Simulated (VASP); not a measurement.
The system is HfO2.

```
CELL_PARAMETERS angstrom
5.08975 0.03541 0.03541
0.03541 5.08975 0.03541
0.03541 0.03541 5.08975
ATOMIC_POSITIONS crystal
Hf 0.99470 0.99470 0.99470
Hf 0.01434 0.48531 0.48078
Hf 0.48078 0.01434 0.48531
Hf 0.48531 0.48078 0.01434
O 0.23414 0.23414 0.23414
O 0.24056 0.32181 0.90151
O 0.32181 0.90151 0.24056
O 0.31901 0.67646 0.67936
O 0.90151 0.24056 0.32181
O 0.67936 0.31901 0.67646
O 0.67646 0.67936 0.31901
O 0.64576 0.64576 0.64576
```

| Quantity | Value |
| --- | --- |
| Program | VASP 6.6.1 |
| Task | relaxation of cell and atoms |
| Functional | PBEsol |
| Potentials or basis | VASP PAW PBE potentials, release 64 (Hf_pv, O) |
| Cutoff | 600 eV |
| k mesh | 4 × 4 × 4 |
| Occupations | gaussian, width 0.01 eV |
| Spin | no spin polarisation |

At the start: pressure 70.5 GPa; volume 10.99 Å³/atom.

Question: Where does the relaxation end?

Answer: Over 60 steps the energy falls by 2952.8 meV/atom and the volume is 10.68 Å³/atom (-2.8 %); space group R3 (No. 146, to 0.1 Å) before, P-43m (No. 215, to 0.1 Å).

The path:
```
step  energy change (eV)  largest force (eV/Å)  pressure (GPa)  volume (Å³)
   1              0.0000               23.2170           70.53       131.83
   3            -16.4955                3.5437          -27.03       226.29
   5            -23.7344                5.9936          -23.78       169.07
   7            -23.8462                6.8605          -21.26       163.08
   9            -29.9676                6.7339           15.19       135.68
  11            -32.9398                3.9495            8.37       133.03
  13            -34.0835                1.2991           -9.90       138.70
  15            -34.6808                1.4489            0.98       130.93
  17            -34.8962                1.0816            2.17       129.66
  19            -35.1181                0.7514           -4.30       131.61
  21            -35.2544                0.8637            0.90       128.72
  23            -35.3078                0.3662            0.80       128.90
  25            -35.3211                0.1627           -0.95       129.68
  27            -35.3283                0.1471            0.36       128.93
  29            -35.3386                0.3941           -0.53       129.15
  31            -35.3455                0.3804           -0.50       129.07
  33            -35.3696                0.4090           -0.22       128.72
  35            -35.3745                0.4203            0.03       128.55
  37            -35.3935                0.2037            0.43       128.38
  39            -35.3987                0.1315           -0.78       128.89
  41            -35.4042                0.1761            0.55       128.15
  43            -35.4165                0.1403            0.36       128.09
  45            -35.4304                0.0859           -0.25       128.18
  47            -35.4320                0.1021            0.36       127.89
  49            -35.4331                0.0412           -0.04       128.09
  51            -35.4333                0.0197            0.11       128.04
  53            -35.4334                0.0241           -0.07       128.15
  55            -35.4335                0.0127           -0.02       128.13
  57            -35.4336                0.0056            0.01       128.13
  59            -35.4336                0.0122           -0.02       128.15
  60            -35.4336                0.0039            0.00       128.14
```

Final structure:
```xyz
12
Lattice="5.0416 -0.0003 -0.0003 -0.0003 5.0416 -0.0003 -0.0003 -0.0003 5.0416" Properties=species:S:1:pos:R:3 pbc="T T T"
Hf    5.0389    5.0389    5.0389
Hf    5.0387    2.5177    2.5180
Hf    2.5180    5.0387    2.5177
Hf    2.5177    2.5180    5.0387
O     1.3861    1.3861    1.3861
O     1.1590    1.1595    3.8760
O     1.1595    3.8760    1.1590
O     1.3868    3.6492    3.6489
O     3.8760    1.1590    1.1595
O     3.6489    1.3868    3.6492
O     3.6492    3.6489    1.3868
O     3.8767    3.8767    3.8767
```

Caveat: the PAW data sets were made with another functional, which shifts forces and pressure a little.
